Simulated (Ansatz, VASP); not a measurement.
## PbS in VASP and in Ansatz

```
Pb S
1.0
     3.04133   -3.04386    0.00000
     3.04133    3.04386    0.00000
    -2.13948    0.00000   22.64221
Pb S
2 2
Cartesian
  1.5209 -0.0318 1.4559
  2.4222 -0.0318 21.1863
  4.5594 -0.0918 1.2595
  -0.6162 -0.0918 21.3827
```

Alike in both runs: task single point; functional PBE; k mesh 6 × 6 × 2; occupations fermi-dirac, width 0.05 eV; no spin polarisation.

|  | VASP | Ansatz |
| --- | --- | --- |
| version | VASP 6.6.1 | Ansatz 0.2.0 |
| potentials or method | VASP PAW PBE potentials, release 64 (Pb_d, S) | Ansatz PAW |
| plane-wave cutoff (eV) | 520 | 420 |
| valence electrons in the cell | 40 | 40 |

```csv
,VASP,Ansatz,Ansatz less VASP
gap on the k mesh at the Fermi level (eV),2.10,2.10,-0.001
least direct gap on the mesh (eV),2.16,2.16,-0.001
rms of the force components (eV/Å),0.128,0.126,-0.0019
```

Atom by atom the forces differ by 0.002 eV/Å (rms over components).

Neither program's run includes spin-orbit coupling.
